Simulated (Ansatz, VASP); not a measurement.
**One calculation of Ca2C, two programs**

```xyz
3
Lattice="0.0000 3.1286 3.1286 3.1286 0.0000 3.1286 3.1286 3.1286 0.0000" Properties=species:S:1:pos:R:3 pbc="T T T"
C     0.0000    0.0000    0.0000
Ca    1.5643    1.5643    1.5643
Ca    4.6929    4.6929    4.6929
```

Alike in both runs: task single point; functional r2SCAN; k mesh 6 × 6 × 6; no spin polarisation.

|  | VASP | Ansatz |
| --- | --- | --- |
| version | VASP 6.6.1 | Ansatz 0.2.0 |
| potentials or method | VASP PAW PBE potentials, release 64 (C, Ca_sv) | plane waves, PAW |
| plane-wave cutoff (eV) | 520 | 500 |
| occupations | gaussian, width 0.01 eV | fixed |
| valence electrons in the cell | 24 | 24 |

```tsv
	VASP	Ansatz	Ansatz less VASP
gap on the k mesh at the Fermi level (eV)	0.40	0.41	+0.013
pressure (GPa)	0.4	0.0	-0.41
```

VASP's potentials were made for PBE, not for r2SCAN.
